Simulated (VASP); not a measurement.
A run of VASP 6.6.1 is set up as follows.

File INCAR:

```
SYSTEM = PbO2
ALGO = Normal
EDIFF = 1E-6
EDIFFG = -0.01
ENCUT = 600
GGA = PS
IBRION = 2
ISIF = 3
ISMEAR = -1
LASPH = .TRUE.
LCHARG = .FALSE.
LREAL = .FALSE.
LWAVE = .FALSE.
NELM = 100
NSW = 60
PREC = Accurate
PSTRESS = 300.0
SIGMA = 0.05
```

The input KPOINTS:

```
k-points
0
G
  6 6 8
  0 0 0
```

File POSCAR:

```
PbO2
1.0
    4.9949598700      0.0000000000      0.0000000000
    0.0000000000      4.9949598700      0.0000000000
    0.0000000000      0.0000000000      3.4090009600
Pb O
2 4
Direct
    0.5000000000      0.5000000000      0.5000000000
    0.0000000000      0.0000000000      0.0000000000
    0.6925710400      0.6925710400      0.0000000000
    0.8074289600      0.1925710400      0.5000000000
    0.1925710400      0.8074289600      0.5000000000
    0.3074289600      0.3074289600      0.0000000000
```

Potentials or basis: VASP PAW PBE potentials, release 64 (Pb_d, O).

Launch:

```console
$ cat potpaw_PBE.64/Pb_d/POTCAR potpaw_PBE.64/O/POTCAR > POTCAR
$ mpirun -np 1 vasp_std > vasp.out
```

(1) What does it give for the band gap on the k mesh?

(2) Estimate the space group after relaxing (to 0.1 Å).

Results:

(1) zero (bands 26 and 27 overlap by 0.24 eV).

(2) P4_2/mnm (No. 136).

Caveat: the cell is relaxed towards a set pressure, so the run minimises the enthalpy, not the energy; semilocal functionals underestimate gaps, and a narrow one can read as zero; spin-orbit coupling is left out, which moves the levels of the heavy elements.
